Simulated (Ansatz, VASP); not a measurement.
**SiGe5 in VASP and in Ansatz**

```
Si Ge
1.0
     3.22526    0.00000    0.00000
     0.00000    3.22526    0.00000
     0.00000    0.00000   10.76383
Si Ge
1 5
Cartesian
  1.6126 1.6126 5.3819
  0.0000 0.0000 0.0000
  1.6126 1.6126 1.8398
  0.0000 0.0000 3.8134
  0.0000 0.0000 6.9505
  1.6126 1.6126 8.9240
```

Alike in both runs: functional PBE; k mesh 12 × 12 × 4; occupations gaussian, width 0.1 eV; no spin polarisation.

Ansatz relaxed the structure, and its values are those at the end. VASP's run is a single point on that final structure, the one shown.

|  | VASP | Ansatz |
| --- | --- | --- |
| version | VASP 6.6.1 | Ansatz 0.2.0 |
| potentials or method | VASP PAW PBE potentials, release 64 (Si, Ge_d), cutoff 520 eV | scalar-relativistic, plane waves, PAW |
| valence electrons in the cell | 74 | 74 |

|  | VASP | Ansatz | Ansatz less VASP |
| --- | --- | --- | --- |
| gap on the k mesh at the Fermi level (eV) | none | none | - |
| pressure (GPa) | 0.0 | 0.0 | -0.03 |

A gap of «none» marks a metal or a gap that the smearing closes.
